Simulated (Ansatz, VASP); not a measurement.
# Au: VASP beside Ansatz

```
CELL_PARAMETERS angstrom
0.00000 2.04848 2.04848
2.04848 0.00000 2.04848
2.04848 2.04848 0.00000
ATOMIC_POSITIONS crystal
Au 0.00000 0.00000 0.00000
```

Change from the starting cell: volume scaled by 1.02.

Alike in both runs: task single point; functional RPBE; dispersion D4; k mesh 11 × 11 × 11; occupations fermi-dirac, width 0.025 eV; collinear spin.

|  | VASP | Ansatz |
| --- | --- | --- |
| version | VASP 6.6.1 | Ansatz 0.2.0 |
| potentials or method | VASP PAW PBE potentials, release 64 (Au), cutoff 520 eV | all-electron LAPW, Dirac moment of small components |

```tsv
	VASP	Ansatz	Ansatz less VASP
gap on the k mesh at the Fermi level (eV)	none	none	-
pressure (GPa)	-0.3	-0.1	+0.26
net moment per atom (μB)	0.00	0.00	0.000
```

VASP's potentials were made for PBE, not for RPBE. A gap of «none» marks a metal or a gap that the smearing closes. Ansatz ran all-electron here, and VASP with PAW potentials.

Spin-orbit coupling is off throughout.
